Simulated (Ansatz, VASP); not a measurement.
## One calculation of AgI, two programs

```
Ag I
1.0
    -2.31878    2.31878    3.28343
     2.31878   -2.31878    3.28343
     2.31878    2.31878   -3.28343
Ag I
1 1
Cartesian
  2.3188 0.0000 1.6417
  0.0000 0.0000 0.0000
```

Alike in both runs: task single point; functional PBE; k mesh 6 × 6 × 6; no spin polarisation.

|  | VASP | Ansatz |
| --- | --- | --- |
| version | VASP 6.6.1 | Ansatz 0.2.0 |
| potentials or method | VASP PAW PBE potentials, release 64 (Ag, I) | plane waves, PAW |
| plane-wave cutoff (eV) | 500 | 420 |
| occupations | gaussian, width 0.01 eV | fixed |
| valence electrons in the cell | 18 | 36 |

VASP gave:

```
gap on the k mesh at the Fermi level (eV) : 1.34
pressure (GPa)                            : 0.8
```

Task: Which values does Ansatz return?

Result: gap on the k mesh at the Fermi level (eV): 1.34; pressure (GPa): 0.9.

VASP's potentials hold 18 valence electrons a cell and Ansatz's 36, so a difference there can come from the potentials and not from the codes.

Neither program's run includes spin-orbit coupling.
